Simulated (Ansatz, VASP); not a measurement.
**Ti2O in VASP and in Ansatz**

INCAR

```
PREC = Accurate
ENCUT = 600
EDIFF = 1E-6
ISMEAR = 0
SIGMA = 0.1
LREAL = F
LASPH = T
NELM = 60
ALGO = Fast
ISIF = 3
LWAVE = F
LCHARG = F
GGA = PS
IBRION = 2
NSW = 80
EDIFFG = -0.01
```

Contents of KPOINTS:

```
Automatic mesh
0
Gamma
  12 12 4
```

File POSCAR:

```
Ti2O
1.0
    2.8901332527      0.0000000000      0.0000000000
   -1.4450666264      2.5029288172      0.0000000000
    0.0000000000      0.0000000000      9.9401574754
Ti O
4 2
Direct
    0.6666666667      0.3333333333      0.8884173597
    0.3333333333      0.6666666667      0.3884173597
    0.6666666667      0.3333333333      0.6115826403
    0.3333333333      0.6666666667      0.1115826403
    0.0000000000      0.0000000000      0.7500000000
    0.0000000000      0.0000000000      0.2500000000
```

Input for Ansatz:

```yaml
crystal:
  lattice:
    - [2.8901332527, 0.0, 0.0]
    - [-1.4450666264, 2.5029288172, 0.0]
    - [0.0, 0.0, 9.9401574754]
  atoms:
    - { symbol: Ti, position: [0.6666666667, 0.3333333333, 0.8884173597] }
    - { symbol: Ti, position: [0.3333333333, 0.6666666667, 0.3884173597] }
    - { symbol: Ti, position: [0.6666666667, 0.3333333333, 0.6115826403] }
    - { symbol: Ti, position: [0.3333333333, 0.6666666667, 0.1115826403] }
    - { symbol: O, position: [0.0, 0.0, 0.75] }
    - { symbol: O, position: [0.0, 0.0, 0.25] }
basis:
  ecutwfc: 420
kpoints:
  mp_grid: { grid: [12, 12, 4] }
hamiltonian:
  xc: pbesol
scf:
  occupations: { method: gaussian, width: 0.1 }
output:
  forces: true
  stress: true
  eigenvalues: true
relax:
  adjacent_minimum: "off"
  f_tol: 0.01
  max_steps: 60
  cell: { stress_tol: 0.1 }
```

Alike in both runs: task relaxation of cell and atoms; functional PBEsol; k mesh 12 × 12 × 4; occupations gaussian, width 0.1 eV; no spin polarisation.

|  | VASP | Ansatz |
| --- | --- | --- |
| version | VASP 6.6.1 | Ansatz 0.2.0 |
| potentials or method | VASP PAW PBE potentials, release 64 (Ti_sv, O), cutoff 600 eV | scalar-relativistic, plane waves, PAW |
| valence electrons in the cell | 60 | 60 |

|  | VASP | Ansatz | Ansatz less VASP |
| --- | --- | --- | --- |
| gap on the k mesh at the Fermi level, each at its own relaxed structure (eV) | none | none | - |
| relaxed volume (Å³/atom) | 11.97 | 11.97 | -0.007 |
| relaxed length of the cell vector where the two differ most in proportion (Å) | 9.954 | 9.949 | -0.0045 |

VASP's potentials were made for PBE, not for PBEsol. A gap of «none» marks a metal or a gap that the smearing closes.
